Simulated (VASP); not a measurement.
Wanted: the native input for a VASP 6.6.1 run.

| Item | Value |
| --- | --- |
| Task | single point |
| Functional | PBE |
| Potentials or basis | VASP PAW PBE potentials, release 64 (S, C, N, H) |
| Cutoff | 520 eV |
| k mesh | 1 × 1 × 1 |
| Occupations | fermi-dirac, width 0.02 eV |
| Spin | no spin polarisation |
| Dipole correction | no |
| Further INCAR settings | LREAL = Auto; ALGO = Normal; EDIFF = 1e-06; NBANDS = 68 |

The structure of H3CS2N lies in POSCAR:

```
H3CS2N
1.0
    8.2831320000      0.0230390000     -0.0830210000
    0.0230390000      8.7881600000      0.2454990000
   -0.0830210000      0.2454990000      8.6675530000
S C N H
8 4 4 12
Direct
    0.2252851339      0.0961396874      0.8489594699
    0.3060709087      0.2546119221      0.5322959480
    0.5436022167      0.8695051686      0.5777025823
    0.8026378109      1.0609675283      0.7407591654
    0.6711566519      0.6191835809      0.2751654529
    0.9357403096      0.8294757624      0.1225086972
    0.1700781597      0.6800862743      0.6931782890
   -0.0936080686      0.4506029276      0.6325321572
    0.2731989115      0.1666227648      0.6863500604
    0.6685301659      0.9635802955      0.6651755165
    0.8036632234      0.7306993353      0.2154050824
    0.0415070090      0.5649972997      0.6784428871
    0.5498673406      0.4486139403      0.8523070194
    0.6254308597      0.2023231032      0.1178941480
    0.2938918063      0.6968548611      0.2360783972
    0.0760509429      0.3458154490      0.1277657579
    0.4364197124      0.4175509509      0.8376439879
    0.6047451999      0.3936183223      0.9461809633
    0.5279338962      0.5584376665      0.8806445962
    0.7119278167      0.1140324988      0.1110475004
    0.5689237740      0.1906213234      0.2259963425
    0.5285672882      0.1536319237      0.0606129205
    0.3354870023      0.7713923334      0.3126345371
    0.3144368087      0.7258153758      0.1282043397
    0.1696233026      0.6982984283      0.2433155852
    0.1459559538      0.4102076504      0.0568917019
   -0.0414141346      0.3738198038      0.0996578122
    0.0961977366      0.4103232616      0.2297248695
```

These files were run (other wordings do the same):

INCAR

```
SYSTEM = H3CS2N
PREC     = Accurate       ! precision mode
ENCUT    = 520            ! plane-wave cutoff, eV
EDIFF    = 1E-6           ! SCF threshold, eV
ISMEAR   = -1             ! smearing method
SIGMA    = 0.02           ! smearing width, eV
LREAL    = Auto         
LASPH    = .True.         ! aspherical terms in the spheres
NELM     = 80             ! most SCF steps
ALGO     = Normal         ! electronic algorithm
ISIF     = 2              ! what is computed and relaxed
LWAVE    = .False.        ! write WAVECAR
LCHARG   = .False.        ! write CHGCAR
GGA      = PE             ! functional
NBANDS   = 68             ! bands
```

KPOINTS

```
Automatic mesh
0
Gamma
  1 1 1
  0 0 0
```

Potentials or basis: VASP PAW PBE potentials, release 64 (S, C, N, H).

Command:

```sh
$ cat potpaw_PBE.64/S/POTCAR potpaw_PBE.64/C/POTCAR potpaw_PBE.64/N/POTCAR potpaw_PBE.64/H/POTCAR > POTCAR
$ mpirun -np 1 vasp_gam > vasp.out
```

It gave:

- Pressure: 0.7 GPa
- Largest force: 5.144 eV/Å

Caveat: the k points lie up to 0.76 Å⁻¹ apart; the atoms stand as in a frame of molecular dynamics.

Wall time 2.7 min on 1 thread of Intel Xeon 8259CL, on a shared host, peak memory 0.58 GiB.
